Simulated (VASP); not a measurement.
# ZnAg (Pm-3m) in VASP: notebook, part 2 of 2

VASP 6.6.1. The steps go on from the part before.

### 3 Electric field gradients, LDA (volume scaled by 1.02)

INCAR

```
PREC = Accurate
ENCUT = 520
EDIFF = 1E-8
ISMEAR = -1
SIGMA = 0.03
LREAL = False
LASPH = True
NELM = 100
ALGO = Normal
ISIF = 2
LWAVE = False
LCHARG = False
GGA = CA
LEFG = True
NBANDS = 18
```

KPOINTS

```
regular mesh
0
Gamma
  12 12 12
```

POSCAR

```
ZnAg
1.0
    3.1769012714      0.0000000000      0.0000000000
    0.0000000000      3.1769012714      0.0000000000
    0.0000000000      0.0000000000      3.1769012714
Zn Ag
1 1
Direct
    0.5000000000      0.5000000000      0.5000000000
    0.0000000000      0.0000000000      0.0000000000
```

Potentials or basis: VASP PAW LDA potentials, release 64 (Zn, Ag).

On the command line:

```console
cat potpaw_LDA.64/Zn/POTCAR potpaw_LDA.64/Ag/POTCAR > POTCAR
mpirun -np 1 vasp_std > vasp.out
```

OUTCAR:

```text
PREC = Accurate
   ENCUT = 520
   EDIFF = 1E-8
   ISMEAR = -1
   LREAL = False
   LASPH = True
   NELM = 100
   ISIF = 2
   GGA = CA

 ion  position               nearest neighbor table
   1  0.500  0.500  0.500-   2 2.75   2 2.75   2 2.75   2 2.75   2 2.75   2 2.75   2 2.75   2 2.75

   2  0.000  0.000  0.000-   1 2.75   1 2.75   1 2.75   1 2.75   1 2.75   1 2.75   1 2.75   1 2.75

  LATTYP: Found a simple cubic cell.
 ALAT       =     3.1769012714

  Lattice vectors:

[... 718 lines left out ...]
  ---------------------------------------------------
  free  energy   TOTEN  =        -5.7004937726 eV

  energy  without entropy=       -5.6992099760  energy(sigma->0) =       -5.69985187

 Electric field gradients (V/A^2)
---------------------------------------------------------------------
 ion       V_xx      V_yy      V_zz      V_xy      V_xz      V_yz
---------------------------------------------------------------------
   1       0.000    -0.000    -0.000     0.000     0.000    -0.000
   2       0.000    -0.000    -0.000    -0.000    -0.000     0.000
---------------------------------------------------------------------

 Electric field gradients after diagonalization (V/A^2)
 (convention: |V_zz| > |V_xx| > |V_yy|)
----------------------------------------------------------------------
 ion       V_xx      V_yy      V_zz     asymmetry (V_yy - V_xx)/ V_zz
----------------------------------------------------------------------
   1      -0.000     0.000    -0.000      -1.278
   2       0.000    -0.000    -0.000       0.929
----------------------------------------------------------------------

           NMR quadrupolar parameters

 Cq : quadrupolar parameter    Cq=e*Q*V_zz/h
 eta: asymmetry parameters     (V_yy - V_xx)/ V_zz
 Q  : nuclear electric quadrupole moment in mb (millibarn)
----------------------------------------------------------------------
 ion       Cq(MHz)       eta       Q (mb)
----------------------------------------------------------------------
   1      -0.000      -1.278       1.000
   2      -0.000       0.929       1.000
----------------------------------------------------------------------
```

OSZICAR:

```text
N       E                     dE             d eps       ncg     rms          rms(c)
DAV:   1     0.127551338088E+03    0.12755E+03   -0.11373E+04  3080   0.163E+03
DAV:   2    -0.128910578948E+01   -0.12884E+03   -0.12328E+03  3066   0.309E+02
DAV:   3    -0.617199954063E+01   -0.48829E+01   -0.48531E+01  3324   0.677E+01
DAV:   4    -0.621042535675E+01   -0.38426E-01   -0.38416E-01  3282   0.537E+00
DAV:   5    -0.621083291736E+01   -0.40756E-03   -0.40755E-03  3194   0.575E-01    0.623E+00
DAV:   6    -0.573516745984E+01    0.47567E+00   -0.17704E+00  3198   0.164E+01    0.416E+00
DAV:   7    -0.571220134638E+01    0.22966E-01   -0.29358E-02  3766   0.356E+00    0.232E+00
DAV:   8    -0.570055825552E+01    0.11643E-01   -0.83289E-03  3120   0.942E-01    0.130E-01
DAV:   9    -0.570049678871E+01    0.61467E-04   -0.24001E-04  3964   0.235E-01    0.523E-02
DAV:  10    -0.570049500415E+01    0.17846E-05   -0.38142E-05  3758   0.722E-02    0.124E-02
DAV:  11    -0.570049375260E+01    0.12516E-05   -0.56264E-06  3438   0.407E-02    0.282E-03
DAV:  12    -0.570049379169E+01   -0.39092E-07   -0.20378E-07  3676   0.138E-02    0.147E-03
DAV:  13    -0.570049377277E+01    0.18924E-07   -0.77805E-08  3068   0.776E-03    0.148E-04
DAV:  14    -0.570049377258E+01    0.19099E-09   -0.29932E-09  1618   0.733E-04
   1 F= -.57004938E+01 E0= -.56998519E+01  d E =-.128380E-02
```

Wall time 24 s (1 thread of Intel Xeon Platinum 8259CL at 2.50GHz (Skylake/Cascade Lake), shared host); peak memory 0.16 GiB.

Results:

```yaml
Free_energy: -5.7005 eV
Pressure: -9.3 GPa
```

Caveat: without QUAD_EFG the Cq values of the log hold for a quadrupole moment of 1 mb, not for the nuclei.

### 4 Electric field gradients, LDA (volume scaled by 1.06)

INCAR

```
PREC = Accurate
ENCUT = 520
EDIFF = 1E-8
ISMEAR = -1
SIGMA = 0.03
LREAL = F
LASPH = T
NELM = 60
ALGO = Normal
ISIF = 2
LWAVE = F
LCHARG = F
GGA = CA
LEFG = T
NBANDS = 18
```

KPOINTS

```
Automatic mesh
0
Gamma
  12 12 12
```

POSCAR

```
ZnAg
1.0
    3.2178980676      0.0000000000      0.0000000000
    0.0000000000      3.2178980676      0.0000000000
    0.0000000000      0.0000000000      3.2178980676
Zn Ag
1 1
Direct
    0.5000000000      0.5000000000      0.5000000000
    0.0000000000      0.0000000000      0.0000000000
```

Potentials or basis: VASP PAW LDA potentials, release 64 (Zn, Ag).

On the command line:

```console
cat potpaw_LDA.64/Zn/POTCAR potpaw_LDA.64/Ag/POTCAR > POTCAR
mpirun -np 1 vasp_std > vasp.out
```

OUTCAR:

```text
PREC = Accurate
   ENCUT = 520
   EDIFF = 1E-8
   ISMEAR = -1
   LREAL = F
   LASPH = T
   NELM = 60
   ISIF = 2
   GGA = CA

 ion  position               nearest neighbor table
   1  0.500  0.500  0.500-   2 2.79   2 2.79   2 2.79   2 2.79   2 2.79   2 2.79   2 2.79   2 2.79

   2  0.000  0.000  0.000-   1 2.79   1 2.79   1 2.79   1 2.79   1 2.79   1 2.79   1 2.79   1 2.79

  LATTYP: Found a simple cubic cell.
 ALAT       =     3.2178980676

  Lattice vectors:

 A1 = (   3.2178980676,   0.0000000000,   0.0000000000)
 A2 = (   0.0000000000,   3.2178980676,   0.0000000000)
 A3 = (   0.0000000000,   0.0000000000,   3.2178980676)

[... 715 lines left out ...]
  free  energy   TOTEN  =        -5.6172366127 eV

  energy  without entropy=       -5.6157423509  energy(sigma->0) =       -5.61648948

 Electric field gradients (V/A^2)
---------------------------------------------------------------------
 ion       V_xx      V_yy      V_zz      V_xy      V_xz      V_yz
---------------------------------------------------------------------
   1       0.000    -0.000     0.000    -0.000    -0.000    -0.000
   2       0.000    -0.000    -0.000    -0.000     0.000     0.000
---------------------------------------------------------------------

 Electric field gradients after diagonalization (V/A^2)
 (convention: |V_zz| > |V_xx| > |V_yy|)
----------------------------------------------------------------------
 ion       V_xx      V_yy      V_zz     asymmetry (V_yy - V_xx)/ V_zz
----------------------------------------------------------------------
   1      -0.000     0.000     0.000       0.413
   2       0.000    -0.000    -0.000       0.270
----------------------------------------------------------------------

           NMR quadrupolar parameters

 Cq : quadrupolar parameter    Cq=e*Q*V_zz/h
 eta: asymmetry parameters     (V_yy - V_xx)/ V_zz
 Q  : nuclear electric quadrupole moment in mb (millibarn)
----------------------------------------------------------------------
 ion       Cq(MHz)       eta       Q (mb)
----------------------------------------------------------------------
   1       0.000       0.413       1.000
   2      -0.000       0.270       1.000
----------------------------------------------------------------------
```

OSZICAR:

```text
N       E                     dE             d eps       ncg     rms          rms(c)
DAV:   1     0.130295286554E+03    0.13030E+03   -0.11347E+04  3064   0.163E+03
DAV:   2    -0.122385581206E+01   -0.13152E+03   -0.12563E+03  3064   0.311E+02
DAV:   3    -0.606083001429E+01   -0.48370E+01   -0.48105E+01  3312   0.675E+01
DAV:   4    -0.609850043899E+01   -0.37670E-01   -0.37661E-01  3272   0.533E+00
DAV:   5    -0.609892780206E+01   -0.42736E-03   -0.42736E-03  3222   0.587E-01    0.571E+00
DAV:   6    -0.565003739240E+01    0.44889E+00   -0.17215E+00  3214   0.160E+01    0.391E+00
DAV:   7    -0.562838255655E+01    0.21655E-01   -0.29095E-02  3656   0.326E+00    0.218E+00
DAV:   8    -0.561730071849E+01    0.11082E-01   -0.84859E-03  3164   0.950E-01    0.125E-01
DAV:   9    -0.561724184743E+01    0.58871E-04   -0.25911E-04  3846   0.223E-01    0.545E-02
DAV:  10    -0.561723763318E+01    0.42143E-05   -0.38664E-05  3534   0.674E-02    0.123E-02
DAV:  11    -0.561723661716E+01    0.10160E-05   -0.38813E-06  3372   0.290E-02    0.343E-03
DAV:  12    -0.561723665338E+01   -0.36220E-07   -0.17676E-07  3574   0.139E-02    0.242E-03
DAV:  13    -0.561723661227E+01    0.41111E-07   -0.15315E-07  3178   0.112E-02    0.154E-04
DAV:  14    -0.561723661268E+01   -0.41155E-09   -0.50130E-09  1616   0.825E-04
   1 F= -.56172366E+01 E0= -.56164895E+01  d E =-.149426E-02
```

Wall time 22 s (1 thread of Intel Xeon Platinum 8259CL at 2.50GHz (Skylake/Cascade Lake), shared host); peak memory 0.16 GiB.

Results:

```
Free energy : -5.6172 eV
Pressure    : -11.9 GPa
```

Caveat: without QUAD_EFG the Cq values of the log hold for a quadrupole moment of 1 mb, not for the nuclei.
